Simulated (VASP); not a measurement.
# AlN (P6_3/mmc) in VASP: a series of runs

Runs on AlN. Level: PBE. Tasks: single point.

All numbers are computed with VASP 6.6.1; they aren't measurements. Logs are shortened: lines on timing, memory, paths and dates and some standing lists are left out, and cuts for length are marked.

## (1) The cell of the first run

The structure is hexagonal, space group P6_3/mmc (No. 194). The conventional cell has a = 3.396 Å, b = 3.396 Å, c = 3.811 Å, α = 90.00°, β = 90.00°, γ = 120.00°. Within 2.5 Å of Al (site symmetry -6m2) lie 5 N at 1.91 to 1.96 Å. Within 2.5 Å of N (site symmetry -6m2) lie 5 Al at 1.91 to 1.96 Å.

## (2) Single point, PBE

The input, INCAR:

```
ALGO     = Normal         # electronic algorithm
EDIFF    = 1E-7           # SCF threshold, eV
ENCUT    = 520            # plane-wave cutoff, eV
GGA      = PE             # functional
ISIF     = 2              # what is computed and relaxed
ISMEAR   = 0              # smearing method
LASPH    = True           # aspherical terms in the spheres
LCHARG   = True           # write CHGCAR
LELF     = True           # ELF
LREAL    = False          # projectors in reciprocal space
LVHAR    = True         
LWAVE    = False          # write WAVECAR
NBANDS   = 16             # bands
NELM     = 60             # most SCF steps
PREC     = Accurate       # precision mode
SIGMA    = 0.05           # smearing width, eV
```

The input, KPOINTS:

```
k-points
0
Gamma
  9 9 6
```

The input, POSCAR:

```
AlN
1.0
    3.3963000000      0.0000000000      0.0000000000
   -1.6981500000      2.9412820789      0.0000000000
    0.0000000000      0.0000000000      3.8107000000
Al N
2 2
Direct
    0.3333333333      0.6666666667      0.7500000000
    0.6666666667      0.3333333333      0.2500000000
    0.3333333333      0.6666666667      0.2500000000
    0.6666666667      0.3333333333      0.7500000000
```

Potentials or basis: VASP PAW PBE potentials, release 64 (Al, N).

Launch:

```bash
> cat potpaw_PBE.64/Al/POTCAR potpaw_PBE.64/N/POTCAR > POTCAR
> mpirun -np 1 vasp_std > vasp.out
```

OUTCAR:

```text
EDIFF = 1E-7
   ENCUT = 520
   GGA = PE
   ISIF = 2
   ISMEAR = 0
   LASPH = True
   LREAL = False
   NELM = 60
   PREC = Accurate

 ion  position               nearest neighbor table
   1  0.333  0.667  0.750-   3 1.91   3 1.91   4 1.96   4 1.96   4 1.96   2 2.73   2 2.73   2 2.73
                             2 2.73   2 2.73   2 2.73
   2  0.667  0.333  0.250-   4 1.91   4 1.91   3 1.96   3 1.96   3 1.96   1 2.73   1 2.73   1 2.73
                             1 2.73   1 2.73   1 2.73
   3  0.333  0.667  0.250-   1 1.91   1 1.91   2 1.96   2 1.96   2 1.96
   4  0.667  0.333  0.750-   2 1.91   2 1.91   1 1.96   1 1.96   1 1.96

  LATTYP: Found a hexagonal cell.
 ALAT       =     3.3963000000
 C/A-ratio  =     1.1220151341

  Lattice vectors:

 A1 = (   3.3963000000,   0.0000000000,   0.0000000000)
 A2 = (  -1.6981500000,   2.9412820789,   0.0000000000)
 A3 = (   0.0000000000,   0.0000000000,   3.8107000000)

Analysis of symmetry for initial positions (statically):
=====================================================================
 Subroutine PRICEL returns:
 Original cell was already a primitive cell.

 Routine SETGRP: Setting up the symmetry group for a
 hexagonal supercell.

 Subroutine GETGRP returns: Found 24 space group operations
 (whereof 12 operations were pure point group operations)
 out of a pool of 24 trial point group operations.

The static configuration has the point symmetry D_3d.
 The point group associated with its full space group is D_6h.

Analysis of symmetry for dynamics (positions and initial velocities):
=====================================================================
 Subroutine PRICEL returns:
 Original cell was already a primitive cell.

 Routine SETGRP: Setting up the symmetry group for a
 hexagonal supercell.

 Subroutine GETGRP returns: Found 24 space group operations
 (whereof 12 operations were pure point group operations)
 out of a pool of 24 trial point group operations.

The dynamic configuration has the point symmetry D_3d.
 The point group associated with its full space group is D_6h.

 Subroutine INISYM returns: Found 24 space group operations
 (whereof 12 operations are pure point group operations),
 and found     1 'primitive' translations

[... 90 lines left out ...]
   ISTART =      0    job   : 0-new  1-cont  2-samecut
   ICHARG =      2    charge: 1-file 2-atom 10-const
   ISPIN  =      1    spin polarized calculation?
   LNONCOLLINEAR =      F non collinear calculations
   LSORBIT =      F    spin-orbit coupling
   LASPH  =      T    aspherical Exc in radial PAW
   ENCUT  =  520.0 eV  38.22 Ry    6.18 a.u.   6.31  6.31  7.09*2*pi/ulx,y,z
   NELM   =     60;   NELMIN=  2; NELMDL= -5     # of ELM steps
   EDIFF  = 0.1E-06   stopping-criterion for ELM
   LREAL  =      F    real-space projection
   EDIFFG = 0.1E-05   stopping-criterion for IOM
   NSW    =      0    number of steps for IOM
   IBRION =     -1    ionic relax: 0-MD 1-quasi-New 2-CG
   NFREE  =      0    steps in history (QN), initial steepest desc. (CG)
   ISIF   =      2    stress and relaxation
   ISYM   =      2    0-nonsym 1-usesym 2-fastsym
   POTIM  = 0.5000    time-step for ionic-motion
   TEBEG  =    0.0;   TEEND  =   0.0 temperature during run
   PSTRESS=    0.0 pullay stress
   NELECT =      16.0000    total number of electrons
   NUPDOWN=      -1.0000    fix difference up-down
   EMIN   =  10.00;   EMAX   =-10.00  energy-range for DOS
   EFERMI =   0.00;   METHOD = LEGACY
   ISMEAR =     0;   SIGMA  =   0.05  broadening in eV -4-tet -1-fermi 0-gaus
   EFERMI_NEDOS =   21; number of points for ismear=-14 and -15
   IALGO  =     38    algorithm
   IMIX   =      4    mixing-type and parameters
     AMIX     =   0.40;   BMIX     =  1.00
     AMIX_MAG =   1.60;   BMIX_MAG =  1.00
  volume/ion in A,a.u.               =       9.52        64.22
  Fermi-wavevector in a.u.,A,eV,Ry     =   1.226306  2.317383 20.460814  1.503827
  Thomas-Fermi vector in A             =   2.361312
   LORBIT       =      0    0 simple, 1 ext, 2 COOP (PROOUT), +10 PAW based schemes
   GGA     = PE    functional components
   LHFCALC =     F    Hartree Fock is set to
   AEXX    =    0.0000 exact exchange contribution
   IVDW    =     0    specifies the selected vdW correction
   LEPSILON=     F    determine dielectric tensor
   LRPA    =     F    only Hartree local field effects (RPA)
 non-spin polarized calculation
 Gauss-broadening in eV      SIGMA  =   0.05
  energy-cutoff  :      520.00
  volume of cell :       38.07
 maximum number of plane-waves:      1040
 NGX is ok and might be reduce to    28

 number of electron      16.0000001 magnetization

 Free energy of the ion-electron system (eV)
  ---------------------------------------------------
  ext. energy  EPLUGINS =         0.00000000
  ---------------------------------------------------
  free energy    TOTEN  =       -29.00406632 eV

  energy without entropy =      -29.00406632  energy(sigma->0) =      -29.00406632

 E-fermi :   8.0247     XC(G=0): -11.3216

 val. band max:        7.8222877874   @ k =   0.0000   0.0000   0.0000
 cond. band min:      11.7193534969   @ k =   0.0000   0.0000   0.0000
 fundamental gap:      3.8970657094
 Fermi energy:         8.0247047589

 k-point     1 :       0.0000    0.0000    0.0000
  band No.  band energies     occupation
      1      -8.8091      2.00000
      2      -4.4150      2.00000
      3       1.5657      2.00000
      4       4.5779      2.00000
      5       4.5779      2.00000
      6       6.9066      2.00000
[... 433 lines left out ...]
      3       1.5374      2.00000
      4       2.7229      2.00000
      5       2.7229      2.00000
      6       5.9465      2.00000
[... 8 lines left out ...]
     15      20.3569      0.00000
     16      22.5049      0.00000

 [... further k-points ...]
[... 5 lines left out ...]
  --------------------------------------------------------------------------------------
  -------------------------------------------------------------------------------------
  Total        0.4076919      0.4076919      7.9791368      0.0000000      0.0000000      0.0000000
  in kB       17.1591250     17.1591250    335.8296288      0.0000000      0.0000000      0.0000000
  external PRESSURE =     123.3826263 kB  Pullay stress =       0.0000000 kB

 VOLUME and BASIS-vectors are now :
 -----------------------------------------------------------------------------
  energy-cutoff  :      520.00
  volume of cell :       38.07
      direct lattice vectors                 reciprocal lattice vectors
     3.396300000  0.000000000  0.000000000     0.294438065  0.169993896  0.000000000
    -1.698150000  2.941282079  0.000000000     0.000000000  0.339987792  0.000000000
     0.000000000  0.000000000  3.810700000     0.000000000  0.000000000  0.262418978

 POSITION                                       TOTAL-FORCE (eV/Angst)
 -----------------------------------------------------------------------------------
     -0.00000      1.96085      2.85803         0.000000     -0.000000      0.000000
      1.69815      0.98043      0.95268        -0.000000      0.000000      0.000000
     -0.00000      1.96085      0.95268        -0.000000      0.000000     -0.000000
      1.69815      0.98043      2.85803         0.000000      0.000000     -0.000000
 -----------------------------------------------------------------------------------
    total drift:                               -0.000000     -0.000000     -0.000000

  FREE ENERGIE OF THE ION-ELECTRON SYSTEM (eV)
  ---------------------------------------------------
  free  energy   TOTEN  =       -29.0040663187 eV

  energy  without entropy=      -29.0040663187  energy(sigma->0) =      -29.00406632
```

Wall time 23 s (1 thread of Intel Xeon Platinum 8488C (Sapphire Rapids), shared host); peak memory 0.16 GiB.

What came out:

```yaml
Free_energy: -29.0041 eV
Pressure: 12.3 GPa
Band_gap_on_the_k_mesh: 3.90 eV, direct
```

Stress tensor (GPa, compression positive):
```
 1.72  0.00  0.00
 0.00  1.72  0.00
 0.00  0.00 33.58
```

Levels at points of the mesh, in eV from the valence-band top:
```tsv
k point	band 4	band 5	band 6	band 7	band 8	band 9	band 10	band 11	band 12	band 13
(0.00, 0.00, 0.00)	-3.24	-3.24	-0.92	-0.92	0.00	3.90	5.10	8.53	8.53	12.23
(0.00, 0.00, 0.50)	-3.45	-2.12	-2.12	-2.12	-2.12	6.38	6.38	8.43	8.43	8.43
```

## (3) Single point, PBE

This run uses another cell than the first one, of the same volume but with other edges.

The input, INCAR:

```
PREC     = Accurate       # precision mode
ENCUT    = 520            # plane-wave cutoff, eV
EDIFF    = 1E-6           # SCF threshold, eV
ISMEAR   = 0              # smearing method
SIGMA    = 0.05           # smearing width, eV
LREAL    = F              # projectors in reciprocal space
LASPH    = T              # aspherical terms in the spheres
NELM     = 80             # most SCF steps
ALGO     = Normal         # electronic algorithm
ISIF     = 2              # what is computed and relaxed
LWAVE    = F              # write WAVECAR
LCHARG   = F              # write CHGCAR
GGA      = PE             # functional
NBANDS   = 16             # bands
```

The input, KPOINTS:

```
regular mesh
0
Gamma
  9 9 6
```

The input, POSCAR:

```
AlN
1.0
    3.1892000000      0.0000000000      0.0000000000
   -1.5946000000      2.7619282177      0.0000000000
    0.0000000000      0.0000000000      4.3132000000
Al N
2 2
Direct
    0.3333333333      0.6666666667      0.7500000000
    0.6666666667      0.3333333333      0.2500000000
    0.3333333333      0.6666666667      0.2500000000
    0.6666666667      0.3333333333      0.7500000000
```

Potentials or basis: VASP PAW PBE potentials, release 64 (Al, N).

Launch:

```bash
> cat potpaw_PBE.64/Al/POTCAR potpaw_PBE.64/N/POTCAR > POTCAR
> mpirun -np 1 vasp_std > vasp.out
```

Run time: 15 s. Hardware: 1 thread of Intel Xeon Platinum 8488C (Sapphire Rapids), shared host; peak memory 0.15 GiB.

It converged, with:

```yaml
Free_energy: -29.1549 eV
Pressure: 14.4 GPa
Band_gap_on_the_k_mesh: 3.49 eV, direct
```

Stress tensor (GPa, compression positive):
```
20.30  0.00  0.00
 0.00 20.30  0.00
 0.00  0.00  2.49
```

Levels at points of the mesh, in eV from the valence-band top:
```csv
k point,band 6,band 7,band 8,band 9,band 10,band 11
"(0.00, 0.00, 0.00)",-2.03,-2.03,0.00,3.49,4.96,8.75
"(0.00, 0.00, 0.50)",-2.74,-2.74,-2.74,5.87,5.87,8.99
```

PBE gaps usually lie below the measured ones, often by a third to a half.

## (4) Single point, PBE

This run uses another cell than the first one, of 9.42 Å³/atom, 0.989 times its volume.

The input, INCAR:

```
PREC = Accurate
ENCUT = 520
EDIFF = 1E-6
ISMEAR = 0
SIGMA = 0.05
LREAL = False
LASPH = True
NELM = 80
ALGO = Normal
ISIF = 2
LWAVE = False
LCHARG = True
GGA = PE
LELF = True
LVHAR = True
NBANDS = 16
```

KPOINTS is that of step 3.

The input, POSCAR:

```
AlN
1.0
    3.2721000000      0.0000000000      0.0000000000
   -1.6360500000      2.8337217237      0.0000000000
    0.0000000000      0.0000000000      4.0620000000
Al N
2 2
Direct
    0.3333333333      0.6666666667      0.7500000000
    0.6666666667      0.3333333333      0.2500000000
    0.3333333333      0.6666666667      0.2500000000
    0.6666666667      0.3333333333      0.7500000000
```

Launch:

```bash
> cat potpaw_PBE.64/Al/POTCAR potpaw_PBE.64/N/POTCAR > POTCAR
> mpirun -np 1 vasp_std > vasp.out
```

Run time: 14 s. Hardware: 1 thread of Intel Xeon Platinum 8488C (Sapphire Rapids), shared host; peak memory 0.15 GiB.

The run converged. Its results:

```
Free energy            : -29.2382 eV
Pressure               : 12.2 GPa
Band gap on the k mesh : 3.72 eV, direct
```

Stress tensor (GPa, compression positive):
```
11.48  0.00  0.00
 0.00 11.48  0.00
 0.00  0.00 13.71
```

Levels at points of the mesh, in eV from the valence-band top:
```
           k point  band 5  band 6  band 7  band 8  band 9  band 10  band 11  band 12
(0.00, 0.00, 0.00)   -3.42   -1.61   -1.61    0.00    3.72     4.86     8.51     8.51
(0.00, 0.00, 0.50)   -2.56   -2.56   -2.56   -2.56    6.05     6.05     8.63     8.63
```

A k mesh can miss the band edges.

## (5) Single point, PBE

This run uses another cell than the first one, of 9.83 Å³/atom, 1.033 times its volume.

The input, INCAR:

```
SYSTEM = AlN
PREC = Accurate ; ENCUT = 520
EDIFF = 1E-7 ; ISMEAR = 0
SIGMA = 0.05 ; LREAL = .FALSE.
LASPH = .TRUE. ; NELM = 100
ALGO = Normal ; ISIF = 2
LWAVE = .FALSE. ; LCHARG = .FALSE.
GGA = PE ; NBANDS = 16
```

The input, KPOINTS:

```
Automatic mesh
0
G
  9 9 6
  0 0 0
```

The input, POSCAR:

```
AlN
1.0
    3.3963000000      0.0000000000      0.0000000000
   -1.6981500000      2.9412820789      0.0000000000
    0.0000000000      0.0000000000      3.9363000000
Al N
2 2
Direct
    0.3333333333      0.6666666667      0.7500000000
    0.6666666667      0.3333333333      0.2500000000
    0.3333333333      0.6666666667      0.2500000000
    0.6666666667      0.3333333333      0.7500000000
```

Launch:

```bash
> cat potpaw_PBE.64/Al/POTCAR potpaw_PBE.64/N/POTCAR > POTCAR
> mpirun -np 1 vasp_std > vasp.out
```

Wall time 22 s (1 thread of Intel Xeon Platinum 8488C (Sapphire Rapids), shared host); peak memory 0.17 GiB.

The run converged. Its results:

```yaml
Free_energy: -29.1920 eV
Pressure: 2.9 GPa
Band_gap_on_the_k_mesh: 3.61 eV, direct
```

Stress tensor (GPa, compression positive):
```
-3.34  0.00  0.00
 0.00 -3.34  0.00
 0.00  0.00 15.28
```

Levels at points of the mesh, in eV from the valence-band top:
```
           k point  band 6  band 7  band 8  band 9  band 10  band 11
(0.00, 0.00, 0.00)   -1.06   -1.06    0.00    3.61     4.67     8.30
(0.00, 0.00, 0.50)   -2.17   -2.17   -2.17    6.06     6.06     8.31
```

## (6) Summary

| cell | gap on the mesh (eV) | pressure (GPa) |
| --- | --- | --- |
| a = 3.396, b = 3.396, c = 3.811 Å, angles 90.0, 90.0, 120.0°, 4 atoms | 3.90 | 12.3 |
| a = 3.189, b = 3.189, c = 4.313 Å, angles 90.0, 90.0, 120.0°, 4 atoms | 3.49 | 14.4 |
| a = 3.272, b = 3.272, c = 4.062 Å, angles 90.0, 90.0, 120.0°, 4 atoms | 3.72 | 12.2 |
| a = 3.396, b = 3.396, c = 3.936 Å, angles 90.0, 90.0, 120.0°, 4 atoms | 3.61 | 2.9 |

Alike in all rows: task single point; level PBE; potentials or basis VASP PAW PBE potentials, release 64 (Al, N); no spin polarisation; k mesh 9 × 9 × 6; cutoff (eV) 520; smearing gaussian 0.05 eV.

Total energies depend on the potentials used, so only differences within one code and one set of settings carry meaning.
